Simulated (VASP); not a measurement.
Crystal: Al2O3.

```xyz
10
Lattice="2.3795 1.3738 4.3303 -2.3795 1.3738 4.3303 0.0000 -2.7476 4.3303" Properties=species:S:1:pos:R:3 pbc="T T T"
Al    0.0000    0.0000    4.5754
Al    0.0000    0.0000    8.4156
Al    0.0000    0.0000    1.9201
Al    0.0000    0.0000   11.0709
O    -0.9218    1.3738    7.5781
O     0.9218   -1.3738    5.4129
O    -0.7288   -1.4852    7.5781
O     0.7288    1.4852    5.4129
O     1.6507    0.1114    7.5781
O    -1.6507   -0.1114    5.4129
```

| Quantity | Value |
| --- | --- |
| Program | VASP 6.6.1 |
| Task | relaxation of cell and atoms |
| Functional | LDA |
| Potentials or basis | VASP PAW LDA potentials, release 64 (Al, O) |
| Cutoff | 600 eV |
| k mesh | 5 × 5 × 5 |
| Occupations | gaussian, width 0.01 eV |
| Spin | no spin polarisation |

At the start: pressure -4.7 GPa; volume 8.49 Å³/atom.

Task: Where does the relaxation end?

Result: Over 8 steps the energy falls by 2.4 meV/atom and the volume is 8.34 Å³/atom (-1.8 %); space group R-3c (No. 167, to 0.1 Å) before and after.

Step by step:
| step | energy change (eV) | largest force (eV/Å) | pressure (GPa) | volume (Å³) |
| --- | --- | --- | --- | --- |
| 1 | 0.0000 | 0.0855 | -4.67 | 84.93 |
| 2 | -0.0027 | 0.0608 | 4.74 | 81.93 |
| 3 | -0.0239 | 0.0312 | 0.02 | 83.37 |
| 4 | -0.0239 | 0.0306 | 0.13 | 83.34 |
| 5 | -0.0241 | 0.0083 | 0.07 | 83.35 |
| 6 | -0.0241 | 0.0015 | 0.08 | 83.35 |
| 7 | -0.0241 | 0.0012 | -0.06 | 83.39 |
| 8 | -0.0241 | 0.0006 | 0.00 | 83.38 |

Final structure:
```xyz
10
Lattice="2.3663 1.3662 4.2985 -2.3663 1.3662 4.2985 0.0000 -2.7323 4.2985" Properties=species:S:1:pos:R:3 pbc="T T T"
Al    0.0000    0.0000    4.5392
Al    0.0000    0.0000    8.3564
Al    0.0000    0.0000    1.9086
Al    0.0000    0.0000   10.9870
O    -0.9193    1.3662    7.5224
O     0.9193   -1.3662    5.3732
O    -0.7235   -1.4792    7.5224
O     0.7235    1.4792    5.3732
O     1.6428    0.1131    7.5224
O    -1.6428   -0.1131    5.3732
```
